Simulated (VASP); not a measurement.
# MgF2 (rutile type) (P4_2/mnm) in VASP: a series of runs

MgF2 (rutile type) is run at these levels: r2SCAN; tasks: single point, relaxation of shape and atoms at fixed volume.

Program: VASP 6.6.1. These are calculated values, not measurements. Logs are shortened: lines on timing, memory, paths and dates and some standing lists are left out, and cuts for length are marked.

### 1 The cell of the first run

The structure is tetragonal, space group P4_2/mnm (No. 136). The conventional cell has a = 3.914 Å, b = 3.914 Å, c = 2.634 Å, α = 90.00°, β = 90.00°, γ = 90.00°. Mg (site symmetry mmm) has 6 F at 1.66 to 1.72 Å within 2.2 Å. Within 2.4 Å of F (site symmetry m2m) lie 3 Mg at 1.66 to 1.72 Å and 9 F at 2.21 to 2.39 Å.

### 2 Single point, r2SCAN

POSCAR

```
MgF2
1.0
    3.9139689652      0.0000000000      0.0000000000
    0.0000000000      3.9139689652      0.0000000000
    0.0000000000      0.0000000000      2.6338395815
Mg F
2 4
Direct
    0.0000000000      0.0000000000      0.0000000000
    0.5000000000      0.5000000000      0.5000000000
    0.3000389350      0.3000389350      0.0000000000
    0.6999610650      0.6999610650      0.0000000000
    0.8000389350      0.1999610650      0.5000000000
    0.1999610650      0.8000389350      0.5000000000
```

INCAR.step1

```
ALGO = Normal
EDIFF = 1E-5
ENCUT = 660
GGA = PE
GGA_COMPAT = False
ISMEAR = -1
LASPH = True
LCHARG = False
LREAL = False
LWAVE = True
NBANDS = 25
NELM = 120
PREC = Accurate
SIGMA = 0.1
```

INCAR.step2

```
ALGO = Normal
EDIFF = 1E-6
ENCUT = 660
GGA_COMPAT = False
ISIF = 2
ISMEAR = -1
ISTART = 1
LASPH = True
LCHARG = False
LMIXTAU = True
LREAL = False
LWAVE = False
METAGGA = R2SCAN
NBANDS = 25
NELM = 120
PREC = Accurate
SIGMA = 0.1
```

KPOINTS

```
k-points
0
Gamma
  7 7 10
```

Potentials or basis: VASP PAW PBE potentials, release 64 (Mg, F).

The run is started by

```console
> cat potpaw_PBE.64/Mg/POTCAR potpaw_PBE.64/F/POTCAR > POTCAR
> cp INCAR.step1 INCAR
> mpirun -np 1 vasp_std > vasp.out
> cp INCAR.step2 INCAR
> mpirun -np 1 vasp_std > vasp.out
```

OUTCAR:

```text
EDIFF = 1E-6
   ENCUT = 660
   ISIF = 2
   ISMEAR = -1
   ISTART = 1
   LASPH = True
   LREAL = False
   METAGGA = R2SCAN
   NELM = 120
   PREC = Accurate

 ion  position               nearest neighbor table
   1  0.000  0.000  0.000-   3 1.66   4 1.66   5 1.72   6 1.72   5 1.72   6 1.72   2 3.06   2 3.06
                             2 3.06   2 3.06   2 3.06   2 3.06   2 3.06   2 3.06
   2  0.500  0.500  0.500-   5 1.66   6 1.66   3 1.72   4 1.72   3 1.72   4 1.72   1 3.06   1 3.06
                             1 3.06   1 3.06   1 3.06   1 3.06   1 3.06   1 3.06
   3  0.300  0.300  0.000-   1 1.66   2 1.72   2 1.72
   4  0.700  0.700  0.000-   1 1.66   2 1.72   2 1.72
   5  0.800  0.200  0.500-   2 1.66   1 1.72   1 1.72
   6  0.200  0.800  0.500-   2 1.66   1 1.72   1 1.72

  LATTYP: Found a simple tetragonal cell.
 ALAT       =     3.9139689652
 C/A-ratio  =     0.6729331798

  Lattice vectors:

 A1 = (   3.9139689652,   0.0000000000,   0.0000000000)
 A2 = (   0.0000000000,   3.9139689652,   0.0000000000)
 A3 = (   0.0000000000,   0.0000000000,   2.6338395815)

Analysis of symmetry for initial positions (statically):
=====================================================================
 Subroutine PRICEL returns:
 Original cell was already a primitive cell.

 Routine SETGRP: Setting up the symmetry group for a
 simple tetragonal supercell.

 Subroutine GETGRP returns: Found 16 space group operations
 (whereof  8 operations were pure point group operations)
 out of a pool of 16 trial point group operations.

The static configuration has the point symmetry D_2h.
 The point group associated with its full space group is D_4h.

Analysis of symmetry for dynamics (positions and initial velocities):
=====================================================================
 Subroutine PRICEL returns:
 Original cell was already a primitive cell.

 Routine SETGRP: Setting up the symmetry group for a
 simple tetragonal supercell.

 Subroutine GETGRP returns: Found 16 space group operations
 (whereof  8 operations were pure point group operations)
 out of a pool of 16 trial point group operations.

The dynamic configuration has the point symmetry D_2h.
 The point group associated with its full space group is D_4h.

 Subroutine INISYM returns: Found 16 space group operations
 (whereof  8 operations are pure point group operations),
 and found     1 'primitive' translations

----------------------------------------------------------------------------------------

                                     Primitive cell

  volume of cell :      40.3482

  direct lattice vectors                    reciprocal lattice vectors
     3.913968965  0.000000000  0.000000000     0.255495128  0.000000000  0.000000000
     0.000000000  3.913968965  0.000000000     0.000000000  0.255495128  0.000000000
     0.000000000  0.000000000  2.633839582     0.000000000  0.000000000  0.379673845

  length of vectors
     3.913968965  3.913968965  2.633839582     0.255495128  0.255495128  0.379673845

  position of ions in fractional coordinates (direct lattice)
     0.000000000  0.000000000  0.000000000
     0.500000000  0.500000000  0.500000000
     0.300038935  0.300038935  0.000000000
     0.699961065  0.699961065  0.000000000
     0.800038935  0.199961065  0.500000000
     0.199961065  0.800038935  0.500000000

  ion indices of the primitive-cell ions
   primitive index   ion index
                 1           1
                 2           2
                 3           3
                 4           4
                 5           5
                 6           6

----------------------------------------------------------------------------------------

 KPOINTS: k-points

Automatic generation of k-mesh.
 Grid dimensions read from file:
 generate k-points for:    7    7   10

 Generating k-lattice:

  Cartesian coordinates                     Fractional coordinates (reciprocal lattice)
     0.036499304  0.000000000  0.000000000     0.142857143  0.000000000  0.000000000
     0.000000000  0.036499304  0.000000000     0.000000000  0.142857143  0.000000000
     0.000000000  0.000000000  0.037967384     0.000000000  0.000000000  0.100000000

  Length of vectors
     0.036499304  0.036499304  0.037967384

  Shift w.r.t. Gamma in fractional coordinates (k-lattice)
     0.000000000  0.000000000  0.000000000

 Subroutine IBZKPT returns following result:
 ===========================================

 Found     60 irreducible k-points:

 Following reciprocal coordinates:
            Coordinates               Weight
  0.000000  0.000000  0.000000      1.000000
  0.142857  0.000000  0.000000      4.000000
  0.285714  0.000000  0.000000      4.000000
  0.428571  0.000000  0.000000      4.000000
  0.142857  0.142857  0.000000      4.000000
  0.285714  0.142857  0.000000      8.000000
[... 16 lines left out ...]
  0.285714  0.000000  0.200000      8.000000
  0.428571  0.000000  0.200000      8.000000
 [... further k-points ...]
   k-points           NKPTS =     60   k-points in BZ     NKDIM =     60   number of bands    NBANDS=     25
   number of dos      NEDOS =    301   number of ions     NIONS =      6
   total plane-waves  NPLWV =  31104
   dimension x,y,z NGX =    36 NGY =   36 NGZ =   24
   dimension x,y,z NGXF=    72 NGYF=   72 NGZF=   48
   ions per type =               2   4
   NGX,Y,Z   is equivalent  to a cutoff of  15.29, 15.29, 15.15 a.u.
   NGXF,Y,Z  is equivalent  to a cutoff of  30.58, 30.58, 30.30 a.u.
 SYSTEM =  unknown system
   PREC   = accura    normal or accurate (medium, high low for compatibility)
   ISTART =      1    job   : 0-new  1-cont  2-samecut
   ICHARG =      0    charge: 1-file 2-atom 10-const
   ISPIN  =      1    spin polarized calculation?
   LNONCOLLINEAR =      F non collinear calculations
   LSORBIT =      F    spin-orbit coupling
   LASPH  =      T    aspherical Exc in radial PAW
   ENCUT  =  660.0 eV  48.51 Ry    6.96 a.u.   8.20  8.20  5.52*2*pi/ulx,y,z
   NELM   =    120;   NELMIN=  2; NELMDL=  0     # of ELM steps
   EDIFF  = 0.1E-05   stopping-criterion for ELM
   LREAL  =      F    real-space projection
   EDIFFG = 0.1E-04   stopping-criterion for IOM
   NSW    =      0    number of steps for IOM
   IBRION =     -1    ionic relax: 0-MD 1-quasi-New 2-CG
   NFREE  =      0    steps in history (QN), initial steepest desc. (CG)
   ISIF   =      2    stress and relaxation
   ISYM   =      2    0-nonsym 1-usesym 2-fastsym
   POTIM  = 0.5000    time-step for ionic-motion
   TEBEG  =    0.0;   TEEND  =   0.0 temperature during run
   PSTRESS=    0.0 pullay stress
   NELECT =      32.0000    total number of electrons
   NUPDOWN=      -1.0000    fix difference up-down
   EMIN   =  10.00;   EMAX   =-10.00  energy-range for DOS
   EFERMI =   0.00;   METHOD = LEGACY
   ISMEAR =    -1;   SIGMA  =   0.10  broadening in eV -4-tet -1-fermi 0-gaus
   EFERMI_NEDOS =   21; number of points for ismear=-14 and -15
   IALGO  =     38    algorithm
   IMIX   =      4    mixing-type and parameters
     AMIX     =   0.40;   BMIX     =  1.00
     AMIX_MAG =   1.60;   BMIX_MAG =  1.00
  volume/ion in A,a.u.               =       6.72        45.38
  Fermi-wavevector in a.u.,A,eV,Ry     =   1.515363  2.863622 31.243416  2.296326
  Thomas-Fermi vector in A             =   2.624897
   LORBIT       =      0    0 simple, 1 ext, 2 COOP (PROOUT), +10 PAW based schemes
   METAGGA = R2SCAN    functional components
   LHFCALC =     F    Hartree Fock is set to
   AEXX    =    0.0000 exact exchange contribution
   IVDW    =     0    specifies the selected vdW correction
   LEPSILON=     F    determine dielectric tensor
   LRPA    =     F    only Hartree local field effects (RPA)
 non-spin polarized calculation
  energy-cutoff  :      660.00
  volume of cell :       40.35
 maximum number of plane-waves:      1572
 NGX is ok and might be reduce to    36
   NGX = 17   NGY = 17   NGZ = 11

 number of electron      31.9999987 magnetization

 Free energy of the ion-electron system (eV)
  ---------------------------------------------------
  ext. energy  EPLUGINS =         0.00000000
  ---------------------------------------------------
  free energy    TOTEN  =       -36.68802688 eV

  energy without entropy =      -36.68802688  energy(sigma->0) =      -36.68802688

 E-fermi :   4.1399     XC(G=0): -12.9895

 val. band max:        2.1000760333   @ k =   0.0000   0.0000   0.0000
 cond. band min:      14.1878508923   @ k =   0.0000   0.0000   0.0000
 fundamental gap:     12.0877748590
 Fermi energy:         4.1399393212

 k-point     1 :       0.0000    0.0000    0.0000
  band No.  band energies     occupation
      1     -22.2982      2.00000
      2     -20.0714      2.00000
      3     -20.0714      2.00000
      4     -19.8900      2.00000
      5      -4.1410      2.00000
      6      -3.1808      2.00000
[... 17 lines left out ...]
     24      29.2260      0.00000
     25      29.4397      0.00000

 k-point     2 :       0.1429    0.0000    0.0000
  band No.  band energies     occupation
      1     -22.2110      2.00000
      2     -20.2648      2.00000
      3     -20.0534      2.00000
      4     -19.8340      2.00000
      5      -4.0140      2.00000
      6      -3.0364      2.00000
[... 17 lines left out ...]
     24      28.9978      0.00000
     25      29.2157      0.00000

 k-point     3 :       0.2857    0.0000    0.0000
  band No.  band energies     occupation
      1     -21.9598      2.00000
      2     -20.6495      2.00000
      3     -20.0038      2.00000
      4     -19.8215      2.00000
      5      -3.7373      2.00000
      6      -2.5151      2.00000
[... 552 lines left out ...]
 k-point    23 :       0.2857    0.0000    0.2000
  band No.  band energies     occupation
      1     -21.6457      2.00000
      2     -20.5114      2.00000
      3     -19.9873      2.00000
      4     -19.8829      2.00000
      5      -3.3503      2.00000
      6      -2.4320      2.00000
[... 17 lines left out ...]
     24      26.8154      0.00000
     25      27.4136      0.00000

 k-point    24 :       0.4286    0.0000    0.2000
  band No.  band energies     occupation
      1     -21.3072      2.00000
      2     -20.9062      2.00000
      3     -19.9463      2.00000
      4     -19.9063      2.00000
      5      -3.0603      2.00000
      6      -2.7249      2.00000
[... 17 lines left out ...]
     24      26.2401      0.00000
     25      26.6566      0.00000

 [... further k-points ...]
[... 5 lines left out ...]
  --------------------------------------------------------------------------------------
  -------------------------------------------------------------------------------------
  Total       36.3866670     36.3866670     36.3296172      0.0000000      0.0000000      0.0000000
  in kB     1444.8700303   1444.8700303   1442.6046550      0.0000000      0.0000000      0.0000000
  external PRESSURE =    1444.1149052 kB  Pullay stress =       0.0000000 kB

 VOLUME and BASIS-vectors are now :
 -----------------------------------------------------------------------------
  energy-cutoff  :      660.00
  volume of cell :       40.35
      direct lattice vectors                 reciprocal lattice vectors
     3.913968965  0.000000000  0.000000000     0.255495128  0.000000000  0.000000000
     0.000000000  3.913968965  0.000000000     0.000000000  0.255495128  0.000000000
     0.000000000  0.000000000  2.633839582     0.000000000  0.000000000  0.379673845

 POSITION                                       TOTAL-FORCE (eV/Angst)
 -----------------------------------------------------------------------------------
      0.00000      0.00000      0.00000        -0.000000      0.000000      0.000000
      1.95698      1.95698      1.31692        -0.000000      0.000000      0.000000
      1.17434      1.17434      0.00000         0.049505      0.049505      0.000000
      2.73963      2.73963      0.00000        -0.049505     -0.049505      0.000000
      3.13133      0.78264      1.31692         0.049505     -0.049505      0.000000
      0.78264      3.13133      1.31692        -0.049505      0.049505      0.000000
 -----------------------------------------------------------------------------------
    total drift:                                0.000000     -0.000000     -0.000000

  FREE ENERGIE OF THE ION-ELECTRON SYSTEM (eV)
  ---------------------------------------------------
  free  energy   TOTEN  =       -36.6880268768 eV

  energy  without entropy=      -36.6880268767  energy(sigma->0) =      -36.68802688
```

Run time: 2.7 min. Hardware: 1 thread of AMD EPYC 9R45 (Zen 5), shared host; peak memory 0.19 GiB.

Results:

| Quantity | Value |
| --- | --- |
| Free energy | -36.6880 eV |
| Pressure | 144.4 GPa |
| Largest force | 0.070 eV/Å |
| Band gap on the k mesh | 12.09 eV |

Forces in eV/Å, atoms in the order of the input:
```
Mg   0.000  0.000  0.000
Mg   0.000  0.000  0.000
F    0.050  0.050  0.000
F   -0.050 -0.050  0.000
F    0.050 -0.050  0.000
F   -0.050  0.050  0.000
```

Levels at points of the mesh, in eV from the valence-band top:
| k point | band 14 | band 15 | band 16 | band 17 | band 18 | band 19 |
| --- | --- | --- | --- | --- | --- | --- |
| (0.00, 0.00, 0.00) | -0.31 | -0.31 | 0.00 | 12.09 | 16.70 | 16.91 |
| (0.00, 0.00, 0.50) | -1.98 | -1.61 | -1.61 | 17.29 | 17.29 | 19.80 |

Caveat: the cell stands under pressure; the PAW data sets were made with another functional, which shifts forces and pressure a little. A k mesh can miss the band edges.

### 3 Single point, r2SCAN

This run uses another cell than the first one, of 10.85 Å³/atom.

POSCAR

```
MgF2
1.0
    4.6223166118      0.0000000000      0.0000000000
    0.0000000000      4.6223166118      0.0000000000
    0.0000000000      0.0000000000      3.0458815233
Mg F
2 4
Direct
    0.0000000000      0.0000000000      0.0000000000
    0.5000000000      0.5000000000      0.5000000000
    0.3028878113      0.3028878113      0.0000000000
    0.6971121887      0.6971121887      0.0000000000
    0.8028878113      0.1971121887      0.5000000000
    0.1971121887      0.8028878113      0.5000000000
```

INCAR.step1 is that of step 2.

INCAR.step2 is that of step 2.

KPOINTS is that of step 2.

Potentials or basis: VASP PAW PBE potentials, release 64 (Mg, F).

The run is started by

```console
> cat potpaw_PBE.64/Mg/POTCAR potpaw_PBE.64/F/POTCAR > POTCAR
> cp INCAR.step1 INCAR
> mpirun -np 1 vasp_std > vasp.out
> cp INCAR.step2 INCAR
> mpirun -np 1 vasp_std > vasp.out
```

Wall time 4.7 min (1 thread of AMD EPYC 9R45 (Zen 5), shared host); peak memory 0.25 GiB.

Results (log left out):

```
Free energy            : -43.8587 eV
Pressure               : -1.5 GPa
Largest force          : 0.011 eV/Å
Band gap on the k mesh : 8.03 eV
```

Forces in eV/Å, atoms in the order of the input:
```
Mg   0.000  0.000  0.000
Mg   0.000  0.000  0.000
F    0.008  0.008  0.000
F   -0.008 -0.008  0.000
F    0.008 -0.008  0.000
F   -0.008  0.008  0.000
```

Stress tensor (GPa, compression positive):
```
-1.43  0.00  0.00
 0.00 -1.43  0.00
 0.00  0.00 -1.56
```

Levels at points of the mesh, in eV from the valence-band top:
```csv
k point,band 13,band 14,band 15,band 16,band 17,band 18,band 19,band 20
"(0.00, 0.00, 0.00)",-0.72,-0.32,-0.32,0.00,8.03,13.27,13.27,14.81
"(0.00, 0.00, 0.50)",-1.16,-1.16,-0.86,-0.86,12.88,12.88,16.08,16.08
```

Caveat: the PAW data sets were made with another functional, which shifts forces and pressure a little. A k mesh can miss the band edges.

(Part 1 of 2 ends here.)
